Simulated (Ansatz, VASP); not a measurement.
Ag: VASP beside Ansatz

```
Ag
1.0
     0.00000    2.07344    2.07344
     2.07344    0.00000    2.07344
     2.07344    2.07344    0.00000
Ag
1
Direct
  0.00000 0.00000 0.00000
```

Alike in both runs: task single point; functional PBE; k mesh 21 × 21 × 21; occupations fermi-dirac, width 0.1 eV; no spin polarisation.

```csv
,VASP,Ansatz
version,VASP 6.6.1,Ansatz 0.2.0
potentials or method,"VASP PAW PBE potentials, release 64 (Ag), cutoff 520 eV","plane waves (420 eV) with PAW, scalar-relativistic"
valence electrons in the cell,11,19
```

Ansatz gave:

```
pressure (GPa) : 0.1
```

Estimate VASP's values.

pressure (GPa): 0.0.

VASP's potentials hold 11 valence electrons a cell and Ansatz's 19, so a difference there can come from the potentials and not from the codes.
